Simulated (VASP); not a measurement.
# Sb (Fd-3m) in VASP: further runs

Runs on Sb. Level: revPBE. Tasks: single point.

Everything below comes from runs of VASP 6.6.1. Logs are shortened: lines on timing, memory, paths and dates and some standing lists are left out, and cuts for length are marked.

### Step 1. The cell of the first run

Symmetry: Fd-3m, No. 227, cubic system. The conventional cell has a = 6.861 Å, b = 6.861 Å, c = 6.861 Å, α = 90.00°, β = 90.00°, γ = 90.00°. Within 3.9 Å of Sb (site symmetry -43m) lie 4 Sb at 2.97 Å.

### Step 2. Single point, revPBE (volume scaled by 0.92)

Input file INCAR:

```
PREC = Accurate
ENCUT = 520
EDIFF = 1E-6
ISMEAR = -1
SIGMA = 0.1
LREAL = F
LASPH = T
NELM = 60
ALGO = Normal
ISIF = 2
LWAVE = F
LCHARG = F
GGA = RE
NBANDS = 12
```

Input file KPOINTS:

```
regular mesh
0
Gamma
  9 9 9
```

Input file POSCAR:

```
Sb
1.0
    0.0000000000      3.4303639158      3.4303639158
    3.4303639158      0.0000000000      3.4303639158
    3.4303639158      3.4303639158      0.0000000000
Sb
2
Direct
    0.1250000000      0.1250000000      0.1250000000
    0.8750000000      0.8750000000      0.8750000000
```

Potentials or basis: VASP PAW PBE potentials, release 64 (Sb).

On the command line:

```console
cat potpaw_PBE.64/Sb/POTCAR > POTCAR
mpirun -np 1 vasp_std > vasp.out
```

OUTCAR:

```text
PREC = Accurate
   ENCUT = 520
   EDIFF = 1E-6
   ISMEAR = -1
   LREAL = F
   LASPH = T
   NELM = 60
   ISIF = 2
   GGA = RE

 ion  position               nearest neighbor table
   1  0.125  0.125  0.125-   2 2.97   2 2.97   2 2.97   2 2.97
   2  0.875  0.875  0.875-   1 2.97   1 2.97   1 2.97   1 2.97

  LATTYP: Found a face centered cubic cell.
 ALAT       =     6.8607278316

  Lattice vectors:

 A1 = (   0.0000000000,   3.4303639158,   3.4303639158)
 A2 = (   3.4303639158,   0.0000000000,   3.4303639158)
 A3 = (   3.4303639158,   3.4303639158,   0.0000000000)

Analysis of symmetry for initial positions (statically):
=====================================================================
 Subroutine PRICEL returns:
 Original cell was already a primitive cell.

 Routine SETGRP: Setting up the symmetry group for a
 face centered cubic supercell.

 Subroutine GETGRP returns: Found 48 space group operations
 (whereof 12 operations were pure point group operations)
 out of a pool of 48 trial point group operations.

The static configuration has the point symmetry D_3d.
 The point group associated with its full space group is O_h .

Analysis of symmetry for dynamics (positions and initial velocities):
=====================================================================
 Subroutine PRICEL returns:
 Original cell was already a primitive cell.

 Routine SETGRP: Setting up the symmetry group for a
 face centered cubic supercell.

 Subroutine GETGRP returns: Found 48 space group operations
 (whereof 12 operations were pure point group operations)
 out of a pool of 48 trial point group operations.

The dynamic configuration has the point symmetry D_3d.
 The point group associated with its full space group is O_h .

 Subroutine INISYM returns: Found 48 space group operations
 (whereof 12 operations are pure point group operations),
 and found     1 'primitive' translations

----------------------------------------------------------------------------------------

                                     Primitive cell

  volume of cell :      80.7329

  direct lattice vectors                    reciprocal lattice vectors
     0.000000000  3.430363916  3.430363916    -0.145757130  0.145757130  0.145757130
     3.430363916  0.000000000  3.430363916     0.145757130 -0.145757130  0.145757130
     3.430363916  3.430363916  0.000000000     0.145757130  0.145757130 -0.145757130

  length of vectors
     4.851267174  4.851267174  4.851267174     0.252458755  0.252458755  0.252458755

  position of ions in fractional coordinates (direct lattice)
     0.125000000  0.125000000  0.125000000
     0.875000000  0.875000000  0.875000000

  ion indices of the primitive-cell ions
   primitive index   ion index
                 1           1
                 2           2

----------------------------------------------------------------------------------------

 KPOINTS: regular mesh

Automatic generation of k-mesh.
 Grid dimensions read from file:
 generate k-points for:    9    9    9

 Generating k-lattice:

  Cartesian coordinates                     Fractional coordinates (reciprocal lattice)
    -0.016195237  0.016195237  0.016195237     0.111111111  0.000000000  0.000000000
     0.016195237 -0.016195237  0.016195237     0.000000000  0.111111111  0.000000000
     0.016195237  0.016195237 -0.016195237     0.000000000  0.000000000  0.111111111

  Length of vectors
     0.028050973  0.028050973  0.028050973

  Shift w.r.t. Gamma in fractional coordinates (k-lattice)
     0.000000000  0.000000000  0.000000000

 Subroutine IBZKPT returns following result:
 ===========================================

 Found     35 irreducible k-points:

 Following reciprocal coordinates:
            Coordinates               Weight
  0.000000  0.000000  0.000000      1.000000
  0.111111  0.000000  0.000000      8.000000
  0.222222  0.000000  0.000000      8.000000
  0.333333  0.000000  0.000000      8.000000
  0.444444  0.000000  0.000000      8.000000
  0.111111  0.111111  0.000000      6.000000
[... 16 lines left out ...]
 -0.333333  0.333333  0.000000     12.000000
  0.444444  0.444444  0.000000      6.000000
 [... further k-points ...]
   k-points           NKPTS =     35   k-points in BZ     NKDIM =     35   number of bands    NBANDS=     12
   number of dos      NEDOS =    301   number of ions     NIONS =      2
   total plane-waves  NPLWV =  46656
   dimension x,y,z NGX =    36 NGY =   36 NGZ =   36
   dimension x,y,z NGXF=    72 NGYF=   72 NGZF=   72
   ions per type =               2
   NGX,Y,Z   is equivalent  to a cutoff of  12.34, 12.34, 12.34 a.u.
   NGXF,Y,Z  is equivalent  to a cutoff of  24.67, 24.67, 24.67 a.u.
 SYSTEM =  unknown system
   PREC   = accura    normal or accurate (medium, high low for compatibility)
   ISTART =      0    job   : 0-new  1-cont  2-samecut
   ICHARG =      2    charge: 1-file 2-atom 10-const
   ISPIN  =      1    spin polarized calculation?
   LNONCOLLINEAR =      F non collinear calculations
   LSORBIT =      F    spin-orbit coupling
   LASPH  =      T    aspherical Exc in radial PAW
   ENCUT  =  520.0 eV  38.22 Ry    6.18 a.u.   9.02  9.02  9.02*2*pi/ulx,y,z
   NELM   =     60;   NELMIN=  2; NELMDL= -5     # of ELM steps
   EDIFF  = 0.1E-05   stopping-criterion for ELM
   LREAL  =      F    real-space projection
   EDIFFG = 0.1E-04   stopping-criterion for IOM
   NSW    =      0    number of steps for IOM
   IBRION =     -1    ionic relax: 0-MD 1-quasi-New 2-CG
   NFREE  =      0    steps in history (QN), initial steepest desc. (CG)
   ISIF   =      2    stress and relaxation
   ISYM   =      2    0-nonsym 1-usesym 2-fastsym
   POTIM  = 0.5000    time-step for ionic-motion
   TEBEG  =    0.0;   TEEND  =   0.0 temperature during run
   PSTRESS=    0.0 pullay stress
   NELECT =      10.0000    total number of electrons
   NUPDOWN=      -1.0000    fix difference up-down
   EMIN   =  10.00;   EMAX   =-10.00  energy-range for DOS
   EFERMI =   0.00;   METHOD = LEGACY
   ISMEAR =    -1;   SIGMA  =   0.10  broadening in eV -4-tet -1-fermi 0-gaus
   EFERMI_NEDOS =   21; number of points for ismear=-14 and -15
   IALGO  =     38    algorithm
   IMIX   =      4    mixing-type and parameters
     AMIX     =   0.40;   BMIX     =  1.00
     AMIX_MAG =   1.60;   BMIX_MAG =  1.00
  volume/ion in A,a.u.               =      40.37       272.41
  Fermi-wavevector in a.u.,A,eV,Ry     =   0.816065  1.542139  9.060959  0.665962
  Thomas-Fermi vector in A             =   1.926266
   LORBIT       =      0    0 simple, 1 ext, 2 COOP (PROOUT), +10 PAW based schemes
   GGA     = RE    functional components
   LHFCALC =     F    Hartree Fock is set to
   AEXX    =    0.0000 exact exchange contribution
   IVDW    =     0    specifies the selected vdW correction
   LEPSILON=     F    determine dielectric tensor
   LRPA    =     F    only Hartree local field effects (RPA)
 non-spin polarized calculation
  energy-cutoff  :      520.00
  volume of cell :       80.73
 maximum number of plane-waves:      2188
   NGX = 17   NGY = 17   NGZ = 17

 number of electron      10.0000000 magnetization

 number of electron       9.9999999 magnetization

 Free energy of the ion-electron system (eV)
  ---------------------------------------------------
  ext. energy  EPLUGINS =         0.00000000
  ---------------------------------------------------
  free energy    TOTEN  =        -7.08046109 eV

  energy without entropy =       -7.02799376  energy(sigma->0) =       -7.05422742

 E-fermi :   4.4708     XC(G=0):  -7.9729

 val. band max:        4.4606647850   @ k =  -0.4444   0.4444   0.1111
 cond. band min:       4.4753221279   @ k =   0.4444   0.3333   0.0000
 fundamental gap:      0.0146573430
 Fermi energy:         4.4708203993

 k-point     1 :       0.0000    0.0000    0.0000
  band No.  band energies     occupation
      1      -7.2782      2.00000
      2      -0.6283      2.00000
      3       2.6087      2.00000
      4       2.6087      2.00000
      5       2.6087      2.00000
      6       4.9613      0.01471
      7       4.9613      0.01471
      8       4.9613      0.01471
      9       8.5552      0.00000
     10      10.8211      0.00000
     11      10.8211      0.00000
     12      12.0775      0.00000

 k-point     2 :       0.1111    0.0000    0.0000
  band No.  band energies     occupation
      1      -7.1887      2.00000
      2      -1.0534      2.00000
      3       2.4701      2.00000
      4       2.4701      2.00000
      5       2.6618      2.00000
      6       5.1621      0.00199
      7       5.1621      0.00199
      8       5.2192      0.00112
      9       8.9801      0.00000
     10      10.4524      0.00000
     11      10.4524      0.00000
     12      11.7642      0.00000

 k-point     3 :       0.2222    0.0000    0.0000
  band No.  band energies     occupation
      1      -6.9313      2.00000
      2      -1.9625      2.00000
      3       2.1912      2.00000
      4       2.1912      2.00000
      5       2.5744      2.00000
      6       5.5703      0.00003
      7       5.5703      0.00003
      8       6.0762      0.00000
      9       9.7592      0.00000
     10      10.1891      0.00000
     11      10.1891      0.00000
     12      11.6013      0.00000
[... 286 lines left out ...]
 k-point    23 :      -0.3333    0.3333    0.0000
  band No.  band energies     occupation
      1      -5.5868      2.00000
      2      -4.2919      2.00000
      3       0.3105      2.00000
      4       1.3222      2.00000
      5       3.9839      1.98475
      6       6.3805      0.00000
      7       7.3272      0.00000
      8       7.3598      0.00000
      9       9.0987      0.00000
     10      10.5350      0.00000
     11      12.4698      0.00000
     12      13.7927      0.00000

 k-point    24 :       0.4444    0.4444    0.0000
  band No.  band energies     occupation
      1      -5.4371      2.00000
      2      -4.4807      2.00000
      3       0.9296      2.00000
      4       0.9296      2.00000
      5       3.9270      1.99135
      6       4.0916      1.95590
      7       8.7034      0.00000
      8       8.7034      0.00000
      9      10.1762      0.00000
     10      11.5095      0.00000
     11      12.8882      0.00000
     12      12.9707      0.00000

 [... further k-points ...]

------------------------ aborting loop because EDIFF is reached ----------------------------------------

  FORCE on cell =-STRESS in cart. coord.  units (eV):
  Direction    XX          YY          ZZ          XY          YZ          ZX
  --------------------------------------------------------------------------------------
  -------------------------------------------------------------------------------------
  Total        1.4332691      1.4332691      1.4332691      0.0000000     -0.0000000     -0.0000000
  in kB       28.4438089     28.4438089     28.4438089      0.0000000     -0.0000000     -0.0000000
  external PRESSURE =      28.4438089 kB  Pullay stress =       0.0000000 kB

 VOLUME and BASIS-vectors are now :
 -----------------------------------------------------------------------------
  energy-cutoff  :      520.00
  volume of cell :       80.73
      direct lattice vectors                 reciprocal lattice vectors
     0.000000000  3.430363916  3.430363916    -0.145757130  0.145757130  0.145757130
     3.430363916  0.000000000  3.430363916     0.145757130 -0.145757130  0.145757130
     3.430363916  3.430363916  0.000000000     0.145757130  0.145757130 -0.145757130

 POSITION                                       TOTAL-FORCE (eV/Angst)
 -----------------------------------------------------------------------------------
      0.85759      0.85759      0.85759        -0.000000     -0.000000     -0.000000
      6.00314      6.00314      6.00314         0.000000      0.000000      0.000000
 -----------------------------------------------------------------------------------
    total drift:                               -0.000000      0.000000      0.000000

  FREE ENERGIE OF THE ION-ELECTRON SYSTEM (eV)
  ---------------------------------------------------
  free  energy   TOTEN  =        -7.0804610877 eV

  energy  without entropy=       -7.0279937608  energy(sigma->0) =       -7.05422742
```

Wall time 18 s (1 thread of Intel Xeon 6975P-C, shared host); peak memory 0.21 GiB.

What came out:

* Free energy: -7.0805 eV
* Pressure: 2.8 GPa
* Band gap on the k mesh: zero (band 5 reaches 4.98 eV, above the bottom of band 6 at 4.09 eV)

Caveat: the cell differs from its parent crystal (volume scaled by 0.92); the PAW data sets were made with another functional, which shifts forces and pressure a little; spin-orbit coupling is left out, which moves the levels of the heavy elements.

### Step 3. Single point, revPBE (volume scaled by 0.96)

Input file INCAR:

```
SYSTEM = Sb
PREC = Accurate
ENCUT = 520
EDIFF = 1E-7
ISMEAR = -1
SIGMA = 0.1
LREAL = .FALSE.
LASPH = .TRUE.
NELM = 60
ALGO = Normal
ISIF = 2
LWAVE = .FALSE.
LCHARG = .FALSE.
GGA = RE
NBANDS = 12
```

Input file KPOINTS:

```
regular mesh
0
G
  9 9 9
  0 0 0
```

Input file POSCAR:

```
Sb
1.0
    0.0000000000      3.4793757364      3.4793757364
    3.4793757364      0.0000000000      3.4793757364
    3.4793757364      3.4793757364      0.0000000000
Sb
2
Direct
    0.1250000000      0.1250000000      0.1250000000
    0.8750000000      0.8750000000      0.8750000000
```

Potentials or basis: VASP PAW PBE potentials, release 64 (Sb).

On the command line:

```console
cat potpaw_PBE.64/Sb/POTCAR > POTCAR
mpirun -np 1 vasp_std > vasp.out
```

OUTCAR:

```text
SYSTEM = Sb
   PREC = Accurate
   ENCUT = 520
   EDIFF = 1E-7
   ISMEAR = -1
   LREAL = .FALSE.
   LASPH = .TRUE.
   NELM = 60
   ISIF = 2
   GGA = RE

 ion  position               nearest neighbor table
   1  0.125  0.125  0.125-   2 3.01   2 3.01   2 3.01   2 3.01
   2  0.875  0.875  0.875-   1 3.01   1 3.01   1 3.01   1 3.01

  LATTYP: Found a face centered cubic cell.
 ALAT       =     6.9587514728

  Lattice vectors:

[... 550 lines left out ...]

------------------------ aborting loop because EDIFF is reached ----------------------------------------

  FORCE on cell =-STRESS in cart. coord.  units (eV):
  Direction    XX          YY          ZZ          XY          YZ          ZX
  --------------------------------------------------------------------------------------
  -------------------------------------------------------------------------------------
  Total        0.6640814      0.6640814      0.6640814      0.0000000      0.0000000      0.0000000
  in kB       12.6298425     12.6298425     12.6298425      0.0000000      0.0000000      0.0000000
  external PRESSURE =      12.6298425 kB  Pullay stress =       0.0000000 kB

 VOLUME and BASIS-vectors are now :
 -----------------------------------------------------------------------------
  energy-cutoff  :      520.00
  volume of cell :       84.24
      direct lattice vectors                 reciprocal lattice vectors
     0.000000000  3.479375736  3.479375736    -0.143703939  0.143703939  0.143703939
     3.479375736  0.000000000  3.479375736     0.143703939 -0.143703939  0.143703939
     3.479375736  3.479375736  0.000000000     0.143703939  0.143703939 -0.143703939

 POSITION                                       TOTAL-FORCE (eV/Angst)
 -----------------------------------------------------------------------------------
      0.86984      0.86984      0.86984         0.000000     -0.000000     -0.000000
      6.08891      6.08891      6.08891        -0.000000      0.000000      0.000000
 -----------------------------------------------------------------------------------
    total drift:                                0.000000     -0.000000     -0.000000

  FREE ENERGIE OF THE ION-ELECTRON SYSTEM (eV)
  ---------------------------------------------------
  free  energy   TOTEN  =        -7.1248806060 eV

  energy  without entropy=       -7.0756394888  energy(sigma->0) =       -7.10026005
```

OSZICAR:

```text
N       E                     dE             d eps       ncg     rms          rms(c)
DAV:   1     0.323939157545E+02    0.32394E+02   -0.32755E+03   840   0.624E+02
DAV:   2    -0.502932345634E+01   -0.37423E+02   -0.36171E+02  1080   0.970E+01
DAV:   3    -0.711267757675E+01   -0.20834E+01   -0.20648E+01  1092   0.248E+01
DAV:   4    -0.713900806054E+01   -0.26330E-01   -0.26325E-01   924   0.341E+00
DAV:   5    -0.713958835899E+01   -0.58030E-03   -0.58030E-03  1048   0.550E-01    0.262E+00
DAV:   6    -0.712980160586E+01    0.97868E-02   -0.62657E-03   928   0.442E-01    0.158E+00
DAV:   7    -0.712408243355E+01    0.57192E-02   -0.15976E-02   868   0.685E-01    0.738E-02
DAV:   8    -0.712470430829E+01   -0.62187E-03   -0.92917E-04   868   0.164E-01    0.198E-02
DAV:   9    -0.712485104054E+01   -0.14673E-03   -0.18435E-04   952   0.683E-02    0.118E-02
DAV:  10    -0.712487873619E+01   -0.27696E-04   -0.63053E-05   884   0.397E-02    0.763E-03
DAV:  11    -0.712487999892E+01   -0.12627E-05   -0.84565E-07  1012   0.555E-03    0.188E-03
DAV:  12    -0.712488065238E+01   -0.65346E-06   -0.81249E-07   892   0.480E-03    0.186E-04
DAV:  13    -0.712488060595E+01    0.46430E-07   -0.16143E-08   688   0.798E-04
   1 F= -.71248806E+01 E0= -.71002600E+01  d E =-.492411E-01
```

Run time: 35 s. Hardware: 1 thread of Intel Xeon 6975P-C, shared host; peak memory 0.24 GiB.

What came out:

```
Free energy            : -7.1249 eV
Pressure               : 1.3 GPa
Band gap on the k mesh : zero (band 5 reaches 4.52 eV, above the bottom of band 6 at 3.73 eV)
```

Caveat: the cell differs from its parent crystal (volume scaled by 0.96); the PAW data sets were made with another functional, which shifts forces and pressure a little; spin-orbit coupling is left out, which moves the levels of the heavy elements.

### Step 4. Single point, revPBE

This run uses another cell than the first one, of 43.88 Å³/atom, 1.087 times its volume.

Input file INCAR:

```
PREC = Accurate
ENCUT = 520
EDIFF = 1E-6
ISMEAR = -1
SIGMA = 0.1
LREAL = False
LASPH = True
NELM = 60
ALGO = Normal
ISIF = 2
LWAVE = False
LCHARG = False
GGA = RE
NBANDS = 12
```

Input file KPOINTS:

```
regular mesh
0
Gamma
  9 9 9
```

Input file POSCAR:

```
Sb
1.0
    0.0000000000      3.5270443412      3.5270443412
    3.5270443412      0.0000000000      3.5270443412
    3.5270443412      3.5270443412      0.0000000000
Sb
2
Direct
    0.1250000000      0.1250000000      0.1250000000
    0.8750000000      0.8750000000      0.8750000000
```

On the command line:

```console
cat potpaw_PBE.64/Sb/POTCAR > POTCAR
mpirun -np 1 vasp_std > vasp.out
```

Run time: 34 s. Hardware: 1 thread of Intel Xeon 6975P-C, shared host; peak memory 0.24 GiB.

The run converged. Its results:

| Quantity | Value |
| --- | --- |
| Free energy | -7.1379 eV |
| Pressure | 0.0 GPa |
| Band gap on the k mesh | zero (band 5 reaches 4.10 eV, above the bottom of band 6 at 3.40 eV) |

Levels at points of the mesh, in eV from the Fermi level:
| k point | band 1 | band 2 | band 3 | band 4 | band 5 | band 6 | band 7 | band 8 | band 9 | band 10 |
| --- | --- | --- | --- | --- | --- | --- | --- | --- | --- | --- |
| (0.00, 0.00, 0.00) | -11.27 | -5.48 | -1.72 | -1.72 | -1.72 | 0.53 | 0.53 | 0.53 | 4.13 | 6.32 |

Caveat: the PAW data sets were made with another functional, which shifts forces and pressure a little; spin-orbit coupling is left out, which moves the levels of the heavy elements.

### Step 5. The runs side by side

| cell | gap on the mesh (eV) | pressure (GPa) |
| --- | --- | --- |
| a = 4.851 Å, angles 60.0°, 2 atoms | none | 2.8 |
| a = 4.921 Å, angles 60.0°, 2 atoms | none | 1.3 |
| a = 4.988 Å, angles 60.0°, 2 atoms | none | 0.0 |

Alike in all rows: task single point; level revPBE; potentials or basis VASP PAW PBE potentials, release 64 (Sb); no spin polarisation; k mesh 9 × 9 × 9; cutoff (eV) 520; smearing fermi-dirac 0.1 eV.

Caveats: the PAW data sets were made with another functional, which shifts forces and pressure a little; spin-orbit coupling is left out, which moves the levels of the heavy elements.

Total energies depend on the potentials used, so only differences within one code and one set of settings carry meaning.
